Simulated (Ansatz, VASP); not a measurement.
Two plane-wave programs on Na2Ru

```
Na Ru
1.0
     1.41521    0.81707    8.42131
    -1.41521    0.81707    8.42131
     0.00000   -1.63415    8.42131
Na Ru
2 1
Direct
  0.23293 0.23293 0.23293
  0.43376 0.43376 0.43376
  0.00001 0.00001 0.00001
```

Alike in both runs: functional PBE; k mesh 18 × 18 × 18; occupations gaussian, width 0.1 eV; no spin polarisation.

Ansatz relaxed the structure, and its values are those at the end. VASP's run is a single point on that final structure, the one shown.

|  | VASP | Ansatz |
| --- | --- | --- |
| version | VASP 6.6.1 | Ansatz 0.2.0 |
| potentials or method | VASP PAW PBE potentials, release 64 (Na_pv, Ru_pv), cutoff 520 eV | scalar-relativistic, plane waves, PAW |
| valence electrons in the cell | 28 | 34 |

```tsv
	VASP	Ansatz	Ansatz less VASP
gap on the k mesh at the Fermi level (eV)	none	none	-
pressure (GPa)	0.0	0.0	-0.04
```

A gap of «none» marks a metal or a gap that the smearing closes. VASP's potentials hold 28 valence electrons a cell and Ansatz's 34, so a difference there can come from the potentials and not from the codes.
